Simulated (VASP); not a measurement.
Runs of VASP 6.6.1 on ZnS. The structure is that of space group F-43m (No. 216), or close to it. The cells are those of the table. 

```tsv
task	cell	gap on the mesh (eV)	pressure (GPa)
single point	a = 3.746 Å, angles 60.0, 60.0, 90.0°, 2 atoms	2.16	(a)
single point	a = 3.718 Å, angles 60.0, 60.0, 90.0°, 2 atoms	2.26	2.3
single point	a = 3.587 Å, angles 60.0, 60.0, 90.0°, 2 atoms	(b)	15.4
single point	a = 3.693 Å, angles 60.0, 60.0, 90.0°, 2 atoms	2.36	4.3
```

Alike in all rows: level LDA; potentials or basis VASP PAW LDA potentials, release 64 (Zn, S); no spin polarisation; k mesh 8 × 8 × 8; cutoff (eV) 520; smearing gaussian 0.01 eV.

Q: Estimate the missing entries.

A: (a) 0.3; (b) 2.72.

A k mesh can miss the band edges.
